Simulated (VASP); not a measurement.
AgCl, 2 atoms in the cell. The structure is cubic, space group Pm-3m (No. 221). Conventional cell: a = 3.396 Å, b = 3.396 Å, c = 3.396 Å, α = 90.00°, β = 90.00°, γ = 90.00°. Ag (site symmetry m-3m) has 8 Cl at 2.94 Å and 6 Ag at 3.40 Å within 3.9 Å. Cl (site symmetry m-3m) has 8 Ag at 2.94 Å and 6 Cl at 3.40 Å within 3.9 Å. 

* Program: VASP 6.6.1
* Task: single point
* Functional: PBE-based screened hybrid
* Potentials or basis: VASP PAW PBE potentials, release 64 (Ag, Cl)
* Cutoff: 520 eV
* k mesh: 4 × 4 × 4
* Occupations: gaussian, width 0.01 eV
* Spin: no spin polarisation
* Dipole correction: no
* Grid for exact exchange (PRECFOCK): Normal
* Share of exact exchange: 0.4
* Further INCAR settings: ALGO = Normal; EDIFF = 1e-06; NBANDS = 16
* Screening parameter: 0.3 1/Å

Potentials or basis: VASP PAW PBE potentials, release 64 (Ag, Cl).

Run with:

```bash
$ cat potpaw_PBE.64/Ag/POTCAR potpaw_PBE.64/Cl/POTCAR > POTCAR
$ cp INCAR.step1 INCAR
$ mpirun -np 1 vasp_std > vasp.out
$ cp INCAR.step2 INCAR
$ mpirun -np 1 vasp_std > vasp.out
```

Hardware: 1 thread of Intel(R) Xeon(R) 6975P-C (Granite Rapids) (shared host).

Question: Estimate the wall time of this run.

Answer: Wall time 3 min on 1 thread of Intel(R) Xeon(R) 6975P-C (Granite Rapids), with other jobs on the host, peak memory 0.26 GiB. Counts: k points 10.
